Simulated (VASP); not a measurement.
# Cu (P-1) in VASP: single point with PBE

Aim: the single point of Cu with PBE.

Everything below comes from runs of VASP 6.6.1. Logs are shortened: lines on timing, memory, paths and dates and some standing lists are left out, and cuts for length are marked.

**1. The cell of the first run**

The typed cell holds 2 atoms: a = 2.421 Å, b = 2.494 Å, c = 3.839 Å, α = 93.58°, β = 85.40°, γ = 110.70°.

**2. Single point, PBE (atoms moved at random and the cell strained at random)**

The input, INCAR:

```
ALGO = Fast ; EDIFF = 1E-6
ENCUT = 520 ; GGA = PE
ISIF = 2 ; ISMEAR = -1
LASPH = True ; LCHARG = False
LREAL = False ; LWAVE = False
NBANDS = 18 ; NELM = 60
PREC = Accurate ; SIGMA = 0.05
```

The input, KPOINTS:

```
k-points
0
Gamma
  12 11 7
```

The input, POSCAR:

```
Cu
1.0
   -1.3451805500      1.4798272100      1.3648201900
    1.3899925300     -1.4970715800      1.4298850100
    2.5907885700      2.8325142700      0.0289040800
Cu
2
Direct
    0.0090066600      0.9882266300      0.0010877200
    0.4909933400      0.5117733700      0.4989122800
```

Potentials or basis: VASP PAW PBE potentials, release 64 (Cu).

Launch:

```sh
cat potpaw_PBE.64/Cu/POTCAR > POTCAR
mpirun -np 1 vasp_std > vasp.out
```

OUTCAR:

```text
EDIFF = 1E-6
   ENCUT = 520
   GGA = PE
   ISIF = 2
   ISMEAR = -1
   LASPH = True
   LREAL = False
   NELM = 60
   PREC = Accurate

 ion  position               nearest neighbor table
   1  0.009  0.988  0.001-   2 2.34   2 2.38   2 2.38   2 2.40   2 2.61   2 2.72
   2  0.491  0.512  0.499-   1 2.34   1 2.38   1 2.38   1 2.40   1 2.61   1 2.72

  LATTYP: Found a triclinic cell.
 ALAT       =     2.4935664601
 B/A-ratio  =     2.3305252196
 C/A-ratio  =     1.1209316806
 COS(alpha) =     0.0127873126
 COS(beta)  =     0.5859859172
 COS(gamma) =     0.6175944357

  Lattice vectors:

 A1 = (  -1.3899925300,   1.4970715800,  -1.4298850100)
 A2 = (  -0.1443845100,   5.8094130600,  -0.0361607400)
 A3 = (  -0.0448119800,   0.0172443700,  -2.7947052000)

Analysis of symmetry for initial positions (statically):
=====================================================================
 Subroutine PRICEL returns:
 Original cell was already a primitive cell.

 Routine SETGRP: Setting up the symmetry group for a
 triclinic supercell.

 Subroutine GETGRP returns: Found  2 space group operations
 (whereof  1 operations were pure point group operations)
 out of a pool of  2 trial point group operations.

The static configuration has the point symmetry C_1 .
 The point group associated with its full space group is S_2 .

Analysis of symmetry for dynamics (positions and initial velocities):
=====================================================================
 Subroutine PRICEL returns:
 Original cell was already a primitive cell.

 Routine SETGRP: Setting up the symmetry group for a
 triclinic supercell.

 Subroutine GETGRP returns: Found  2 space group operations
 (whereof  1 operations were pure point group operations)
 out of a pool of  2 trial point group operations.

The dynamic configuration has the point symmetry C_1 .
 The point group associated with its full space group is S_2 .

 Subroutine INISYM returns: Found  2 space group operations
 (whereof  1 operations are pure point group operations),
 and found     1 'primitive' translations

----------------------------------------------------------------------------------------

                                     Primitive cell

  volume of cell :      21.5961

  direct lattice vectors                    reciprocal lattice vectors
    -1.345180550  1.479827210  1.364820190    -0.189544974  0.169676250  0.361905737
     1.389992530 -1.497071580  1.429885010     0.177026928 -0.165531458  0.353959547
     2.590788570  2.832514270  0.028904080     0.192590660  0.176908562 -0.001996523

  length of vectors
     2.421184304  2.493566460  3.838770370     0.442372116  0.428983167  0.261518236

  position of ions in fractional coordinates (direct lattice)
     0.009006660  0.988226630  0.001087720
     0.490993340  0.511773370  0.498912280

  ion indices of the primitive-cell ions
   primitive index   ion index
                 1           1
                 2           2

----------------------------------------------------------------------------------------

 KPOINTS: k-points

Automatic generation of k-mesh.
 Grid dimensions read from file:
 generate k-points for:   12   11    7

 Generating k-lattice:

  Cartesian coordinates                     Fractional coordinates (reciprocal lattice)
    -0.015795414  0.014139687  0.030158811     0.083333333  0.000000000 -0.000000000
     0.016093357 -0.015048314  0.032178141     0.000000000  0.090909091  0.000000000
     0.027512951  0.025272652 -0.000285218     0.000000000  0.000000000  0.142857143

  Length of vectors
     0.036864343  0.038998470  0.037359748

  Shift w.r.t. Gamma in fractional coordinates (k-lattice)
     0.000000000  0.000000000  0.000000000

 Subroutine IBZKPT returns following result:
 ===========================================

 Found    463 irreducible k-points:

 Following reciprocal coordinates:
            Coordinates               Weight
  0.000000  0.000000  0.000000      1.000000
  0.083333  0.000000  0.000000      2.000000
  0.166667  0.000000  0.000000      2.000000
  0.250000  0.000000  0.000000      2.000000
  0.333333  0.000000  0.000000      2.000000
  0.416667  0.000000  0.000000      2.000000
[... 16 lines left out ...]
  0.250000  0.181818  0.000000      2.000000
  0.333333  0.181818  0.000000      2.000000
 [... further k-points ...]
   k-points           NKPTS =    463   k-points in BZ     NKDIM =    463   number of bands    NBANDS=     18
   number of dos      NEDOS =    301   number of ions     NIONS =      2
   total plane-waves  NPLWV =  10800
   dimension x,y,z NGX =    18 NGY =   20 NGZ =   30
   dimension x,y,z NGXF=    36 NGYF=   40 NGZF=   60
   ions per type =               2
   NGX,Y,Z   is equivalent  to a cutoff of  12.36, 13.33, 12.99 a.u.
   NGXF,Y,Z  is equivalent  to a cutoff of  24.72, 26.67, 25.98 a.u.
 SYSTEM =  unknown system
   PREC   = accura    normal or accurate (medium, high low for compatibility)
   ISTART =      0    job   : 0-new  1-cont  2-samecut
   ICHARG =      2    charge: 1-file 2-atom 10-const
   ISPIN  =      1    spin polarized calculation?
   LNONCOLLINEAR =      F non collinear calculations
   LSORBIT =      F    spin-orbit coupling
   LASPH  =      T    aspherical Exc in radial PAW
   ENCUT  =  520.0 eV  38.22 Ry    6.18 a.u.   4.50  4.64  7.14*2*pi/ulx,y,z
   NELM   =     60;   NELMIN=  2; NELMDL= -5     # of ELM steps
   EDIFF  = 0.1E-05   stopping-criterion for ELM
   LREAL  =      F    real-space projection
   EDIFFG = 0.1E-04   stopping-criterion for IOM
   NSW    =      0    number of steps for IOM
   IBRION =     -1    ionic relax: 0-MD 1-quasi-New 2-CG
   NFREE  =      0    steps in history (QN), initial steepest desc. (CG)
   ISIF   =      2    stress and relaxation
   ISYM   =      2    0-nonsym 1-usesym 2-fastsym
   POTIM  = 0.5000    time-step for ionic-motion
   TEBEG  =    0.0;   TEEND  =   0.0 temperature during run
   PSTRESS=    0.0 pullay stress
   NELECT =      22.0000    total number of electrons
   NUPDOWN=      -1.0000    fix difference up-down
   EMIN   =  10.00;   EMAX   =-10.00  energy-range for DOS
   EFERMI =   0.00;   METHOD = LEGACY
   ISMEAR =    -1;   SIGMA  =   0.05  broadening in eV -4-tet -1-fermi 0-gaus
   EFERMI_NEDOS =   21; number of points for ismear=-14 and -15
   IALGO  =     68    algorithm
   IMIX   =      4    mixing-type and parameters
     AMIX     =   0.40;   BMIX     =  1.00
     AMIX_MAG =   1.60;   BMIX_MAG =  1.00
  volume/ion in A,a.u.               =      10.80        72.87
  Fermi-wavevector in a.u.,A,eV,Ry     =   1.647240  3.112833 36.918057  2.713401
  Thomas-Fermi vector in A             =   2.736733
   LORBIT       =      0    0 simple, 1 ext, 2 COOP (PROOUT), +10 PAW based schemes
   GGA     = PE    functional components
   LHFCALC =     F    Hartree Fock is set to
   AEXX    =    0.0000 exact exchange contribution
   IVDW    =     0    specifies the selected vdW correction
   LEPSILON=     F    determine dielectric tensor
   LRPA    =     F    only Hartree local field effects (RPA)
 non-spin polarized calculation
 RMM-DIIS sequential band-by-band and
  energy-cutoff  :      520.00
  volume of cell :       21.60
 maximum number of plane-waves:       603
   NGX =  9   NGY =  9   NGZ = 15

 number of electron      21.9999974 magnetization

 Free energy of the ion-electron system (eV)
  ---------------------------------------------------
  ext. energy  EPLUGINS =         0.00000000
  ---------------------------------------------------
  free energy    TOTEN  =        -7.21224024 eV

  energy without entropy =       -7.20707769  energy(sigma->0) =       -7.20965896

 E-fermi :   8.8066     XC(G=0): -13.2539

 val. band max:        8.8045710119   @ k =   0.3333   0.2727   0.1429
 cond. band min:       8.8307993405   @ k =   0.2500   0.3636  -0.0000
 fundamental gap:      0.0262283286
 Fermi energy:         8.8065580791

 k-point     1 :       0.0000    0.0000    0.0000
  band No.  band energies     occupation
      1      -1.2979      2.00000
      2       3.2359      2.00000
      3       4.5942      2.00000
      4       5.0530      2.00000
      5       5.3767      2.00000
      6       5.6257      2.00000
[... 10 lines left out ...]
     17      33.3715      0.00000
     18      34.1950      0.00000

 k-point     2 :       0.0833    0.0000    0.0000
  band No.  band energies     occupation
      1      -1.0814      2.00000
      2       3.3540      2.00000
      3       4.6168      2.00000
      4       5.0716      2.00000
      5       5.4075      2.00000
      6       5.6204      2.00000
[... 10 lines left out ...]
     17      32.2587      0.00000
     18      33.3033      0.00000

 k-point     3 :       0.1667    0.0000    0.0000
  band No.  band energies     occupation
      1      -0.4454      2.00000
      2       3.6752      2.00000
      3       4.6506      2.00000
      4       5.0716      2.00000
      5       5.3964      2.00000
      6       5.7268      2.00000
[... 10 lines left out ...]
     17      31.3171      0.00000
     18      32.7104      0.00000

 k-point     4 :       0.2500    0.0000    0.0000
  band No.  band energies     occupation
      1       0.5603      2.00000
      2       4.0950      2.00000
      3       4.6308      2.00000
      4       4.9812      2.00000
      5       5.2360      2.00000
      6       5.2980      2.00000
[... 375 lines left out ...]
      4       5.1271      2.00000
      5       5.2066      2.00000
      6       5.5964      2.00000
[... 10 lines left out ...]
     17      27.3610      0.00000
     18      29.1904      0.00000

 k-point    23 :       0.2500    0.1818    0.0000
  band No.  band energies     occupation
      1       2.1244      2.00000
      2       4.3936      2.00000
      3       4.5527      2.00000
      4       4.8227      2.00000
      5       5.2855      2.00000
      6       5.4300      2.00000
[... 10 lines left out ...]
     17      26.1154      0.00000
     18      27.5297      0.00000

 k-point    24 :       0.3333    0.1818    0.0000
  band No.  band energies     occupation
      1       3.1685      2.00000
      2       4.3966      2.00000
      3       4.5137      2.00000
      4       4.7643      2.00000
      5       4.9472      2.00000
      6       5.5298      2.00000
[... 10 lines left out ...]
     17      24.4126      0.00000
     18      26.1600      0.00000

 [... further k-points ...]
[... 5 lines left out ...]
  --------------------------------------------------------------------------------------
  -------------------------------------------------------------------------------------
  Total        2.9767033      3.0328685      2.7755259      0.9428465      0.1736700     -0.5069779
  in kB      220.8359918    225.0027799    205.9110215     69.9479963     12.8842466    -37.6117302
  external PRESSURE =     217.2499311 kB  Pullay stress =       0.0000000 kB

 VOLUME and BASIS-vectors are now :
 -----------------------------------------------------------------------------
  energy-cutoff  :      520.00
  volume of cell :       21.60
      direct lattice vectors                 reciprocal lattice vectors
    -1.345180550  1.479827210  1.364820190    -0.189544974  0.169676250  0.361905737
     1.389992530 -1.497071580  1.429885010     0.177026928 -0.165531458  0.353959547
     2.590788570  2.832514270  0.028904080     0.192590660  0.176908562 -0.001996523

 POSITION                                       TOTAL-FORCE (eV/Angst)
 -----------------------------------------------------------------------------------
      1.36433     -1.46304      1.42537        -0.082758     -0.095132      0.072770
      1.34346      1.37360      1.41632         0.082758      0.095132     -0.072770
 -----------------------------------------------------------------------------------
    total drift:                                0.000000      0.000000      0.000000

  FREE ENERGIE OF THE ION-ELECTRON SYSTEM (eV)
  ---------------------------------------------------
  free  energy   TOTEN  =        -7.2122402402 eV

  energy  without entropy=       -7.2070776863  energy(sigma->0) =       -7.20965896
```

It took 76 s on 1 thread of Intel Xeon 6975P-C (Granite Rapids), shared host; peak memory 0.25 GiB.

What came out:

* Free energy: -7.2122 eV
* Pressure: 21.7 GPa
* Largest force: 0.146 eV/Å
* Band gap on the k mesh: zero (bands 11 and 12 overlap by 6.04 eV)

Forces in eV/Å, atoms in the order of the input:
```
Cu  -0.083 -0.095  0.073
Cu   0.083  0.095 -0.073
```

Stress tensor (GPa, compression positive):
```
22.08  6.99 -3.76
 6.99 22.50  1.29
-3.76  1.29 20.59
```

Levels at points of the mesh, in eV from the Fermi level:
```tsv
k point	band 8	band 9	band 10	band 11	band 12	band 13	band 14	band 15
(0.00, 0.00, 0.00)	-2.50	-2.16	-2.11	-1.41	-0.37	5.50	17.01	18.78
(0.50, 0.00, 0.00)	-2.40	-2.16	-2.12	0.31	0.46	8.92	9.34	11.32
```

Caveat: the cell differs from its parent crystal (atoms moved at random and the cell strained at random); the cell stands under pressure.
